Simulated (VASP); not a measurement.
Wanted: the native input for a VASP 6.6.1 run.

```yaml
Task: single point
Functional: PBE
Potentials_or_basis: VASP PAW PBE potentials, release 64 (Fe, Si)
Cutoff: 520 eV
k_mesh: 8 × 8 × 8
Occupations: gaussian, width 0.01 eV
Spin: no spin polarisation
Dipole_correction: no
Further_INCAR_settings: ALGO = Normal; EDIFF = 1e-06; NBANDS = 34
```

The structure of FeSi lies in POSCAR:

```
FeSi
1.0
    4.5773736029      0.0000000000      0.0000000000
    0.0000000000      4.5773736029      0.0000000000
    0.0000000000      0.0000000000      4.5773736029
Fe Si
4 4
Direct
    0.1310803130      0.1310803130      0.1310803130
    0.3689196870      0.8689196870      0.6310803130
    0.6310803130      0.3689196870      0.8689196870
    0.8689196870      0.6310803130      0.3689196870
    0.8385667051      0.8385667051      0.8385667051
    0.6614332949      0.1614332949      0.3385667051
    0.3385667051      0.6614332949      0.1614332949
    0.1614332949      0.3385667051      0.6614332949
```

One way to write it, as run:

INCAR

```
PREC = Accurate
ENCUT = 520
EDIFF = 1E-6
ISMEAR = 0
SIGMA = 0.01
LREAL = False
LASPH = True
NELM = 80
ALGO = Normal
ISIF = 2
LWAVE = False
LCHARG = False
GGA = PE
NBANDS = 34
```

KPOINTS

```
regular mesh
0
Gamma
  8 8 8
```

Potentials or basis: VASP PAW PBE potentials, release 64 (Fe, Si).

Launch:

```bash
$ cat potpaw_PBE.64/Fe/POTCAR potpaw_PBE.64/Si/POTCAR > POTCAR
$ mpirun -np 1 vasp_std > vasp.out
```

It gave:

```yaml
Pressure: -15.0 GPa
Largest_force: 0.028 eV/Å
Band_gap_on_the_k_mesh: 0.17 eV (least direct gap 0.18 eV)
```

Caveat: the cell stands under tension.

It took 3.8 min on 1 thread of Intel Xeon 8259CL, with other jobs on the host, peak memory 0.27 GiB.
